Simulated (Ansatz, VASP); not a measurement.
# One calculation of AlN, two programs

```
Al N
1.0
    -2.81768    3.20648    0.00000
     2.81768    3.20648    0.00000
    -1.40884    1.60324   -4.97538
Al N
4 4
Direct
  0.55563 0.00000 0.88874
  0.05563 0.50000 0.88874
  0.81561 0.00000 0.36878
  0.31561 0.50000 0.36878
  0.69761 0.25000 0.10477
  0.19761 0.75000 0.10477
  0.43115 0.25000 0.63770
  0.93115 0.75000 0.63770
```

Alike in both runs: task single point; functional PBE; k mesh 4 × 4 × 4; occupations gaussian, width 0.1 eV; no spin polarisation.

|  | VASP | Ansatz |
| --- | --- | --- |
| version | VASP 6.6.1 | Ansatz 0.2.0 |
| potentials or method | VASP PAW PBE potentials, release 64 (Al, N), cutoff 520 eV | scalar-relativistic, plane waves, PAW |
| valence electrons in the cell | 32 | 32 |

VASP gave:

| Quantity | Value |
| --- | --- |
| gap on the k mesh at the Fermi level (eV) | 0.36 |
| least direct gap on the mesh (eV) | 1.07 |
| pressure (GPa) | -0.2 |
| traceless stress, the component that is largest in VASP (GPa) | 0.09 |
| rms of the force components (eV/Å) | 0.004 |

Question: Which values does Ansatz return?

Answer: gap on the k mesh at the Fermi level (eV): 0.38; least direct gap on the mesh (eV): 1.09; pressure (GPa): 0.0; traceless stress, the component that is largest in VASP (GPa): 0.03; rms of the force components (eV/Å): 0.001.

Atom by atom the forces differ by 0.005 eV/Å (rms over components). With one functional, cell and mesh, what is left measures potentials, basis and numerics.
